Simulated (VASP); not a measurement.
Pd, 4 atoms in the cell. Symmetry: P6_3/mmc, No. 194, hexagonal system. Conventional cell: a = 2.693 Å, b = 2.693 Å, c = 8.875 Å, α = 90.00°, β = 90.00°, γ = 120.00°. Pd (site symmetry -3m) has 12 Pd at 2.69 to 2.71 Å within 3.6 Å. Within 3.6 Å of Pd (site symmetry -6m2) lie 12 Pd at 2.69 to 2.71 Å.  This cell differs from its parent crystal: volume scaled by 0.88.

```yaml
Program: VASP 6.6.1
Task: single point
Functional: RPBE
Potentials_or_basis: VASP PAW PBE potentials, release 64 (Pd)
Cutoff: 520 eV
k_mesh: 14 × 14 × 4
Occupations: fermi-dirac, width 0.1 eV
Spin: no spin polarisation
Dipole_correction: no
Further_INCAR_settings: ALGO = Normal; EDIFF = 1e-06; NBANDS = 28
```

Potentials or basis: VASP PAW PBE potentials, release 64 (Pd).

Command:

```bash
$ cat potpaw_PBE.64/Pd/POTCAR > POTCAR
$ mpirun -np 1 vasp_std > vasp.out
```

Hardware: 1 thread of Intel Xeon 6975P-C, on a shared host.

How long does it take, and how much memory?

Wall time 74 s on 1 thread of Intel Xeon 6975P-C, on a shared host, peak memory 0.22 GiB. Counts: scf iterations 14, k points 72.
